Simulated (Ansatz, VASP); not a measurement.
**Two plane-wave programs on AlN**

```
CELL_PARAMETERS angstrom
3.35776 0.00000 0.00000
-1.67888 2.90790 0.00000
0.00000 0.00000 4.20320
ATOMIC_POSITIONS crystal
Al 0.33333 0.66667 0.75547
Al 0.66667 0.33333 0.25547
N 0.33333 0.66667 0.23947
N 0.66667 0.33333 0.73947
```

Change from the starting cell: mode 4 frozen in at -0.043 Å, equal normal strain along x, y and z +0.0250.

Alike in both runs: task single point; functional LDA; k mesh 9 × 9 × 6; occupations gaussian, width 0.05 eV; no spin polarisation.

|  | VASP | Ansatz |
| --- | --- | --- |
| version | VASP 6.6.1 | Ansatz 0.2.0 |
| potentials or method | VASP PAW LDA potentials, release 64 (Al, N), cutoff 520 eV | scalar-relativistic, plane waves, PAW |
| valence electrons in the cell | 16 | 16 |

```csv
,VASP,Ansatz,Ansatz less VASP
gap on the k mesh at the Fermi level (eV),3.10,3.09,-0.008
least direct gap on the mesh (eV),3.10,3.09,-0.008
pressure (GPa),-13.7,-14.2,-0.46
"traceless stress, the component that is largest in VASP (GPa)",2.60,2.71,+0.104
rms of the force components (eV/Å),0.052,0.047,-0.0049
```

Ansatz warns that its potentials were made for another functional, while VASP's fit it. LDA's correlation is that of Perdew and Zunger in VASP and of Perdew and Wang (1992) in Ansatz. Atom by atom the forces differ by 0.005 eV/Å (rms over components).
